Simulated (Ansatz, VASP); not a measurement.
## Sc2Al in VASP and in Ansatz

```
Sc Al
1.0
     4.89261    0.00000    0.00000
    -2.44631    4.23713    0.00000
     0.00000    0.00000    6.16142
Sc Al
4 2
Direct
  0.00000 0.00000 0.00000
  0.00000 0.00000 0.50000
  0.33333 0.66667 0.75000
  0.66667 0.33333 0.25000
  0.33333 0.66667 0.25000
  0.66667 0.33333 0.75000
```

Alike in both runs: task single point; functional r2SCAN; k mesh 6 × 6 × 3; occupations gaussian, width 0.4 eV; no spin polarisation.

|  | VASP | Ansatz |
| --- | --- | --- |
| version | VASP 6.6.1 | Ansatz 0.2.0 |
| potentials or method | VASP PAW PBE potentials, release 64 (Sc_sv, Al), cutoff 520 eV | scalar-relativistic, plane waves, PAW |
| valence electrons in the cell | 50 | 50 |

|  | VASP | Ansatz | Ansatz less VASP |
| --- | --- | --- | --- |
| gap on the k mesh at the Fermi level (eV) | none | none | - |
| pressure (GPa) | 0.2 | 0.0 | -0.19 |
| traceless stress, the component that is largest in VASP (GPa) | 0.38 | 0.40 | +0.014 |

VASP's potentials were made for PBE, not for r2SCAN. A gap of «none» marks a metal or a gap that the smearing closes.
